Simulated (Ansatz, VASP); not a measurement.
# KI in VASP and in Ansatz

```
CELL_PARAMETERS angstrom
0.00000 3.45630 3.41093
3.45630 0.00000 3.41093
3.45630 3.45630 0.00000
ATOMIC_POSITIONS crystal
K 0.94207 0.94207 0.05793
I 0.51785 0.51785 0.48215
```

Change from the starting cell: mode 6 frozen in at -0.395 Å, equal normal strain along x and y +0.0133.

Alike in both runs: task single point; functional LDA; k mesh 6 × 6 × 6; occupations gaussian, width 0.05 eV; no spin polarisation.

|  | VASP | Ansatz |
| --- | --- | --- |
| version | VASP 6.6.1 | Ansatz 0.2.0 |
| potentials or method | VASP PAW LDA potentials, release 64 (K_sv, I), cutoff 520 eV | scalar-relativistic, plane waves, PAW |
| valence electrons in the cell | 16 | 26 |

Ansatz gave:

| Property | Result |
| --- | --- |
| gap on the k mesh at the Fermi level (eV) | 3.80 |
| least direct gap on the mesh (eV) | 3.80 |
| pressure (GPa) | 1.4 |
| traceless stress, the component that is largest in VASP (GPa) | 4.54 |
| rms of the force components (eV/Å) | 0.790 |

Q: Which values does VASP return?

A: gap on the k mesh at the Fermi level (eV): 3.81; least direct gap on the mesh (eV): 3.81; pressure (GPa): 1.5; traceless stress, the component that is largest in VASP (GPa): 4.61; rms of the force components (eV/Å): 0.804.

LDA's correlation is that of Perdew and Zunger in VASP and of Perdew and Wang (1992) in Ansatz. Atom by atom the forces differ by 0.014 eV/Å (rms over components). VASP's potentials hold 16 valence electrons a cell and Ansatz's 26, so a difference there can come from the potentials and not from the codes.

Neither program's run includes spin-orbit coupling.
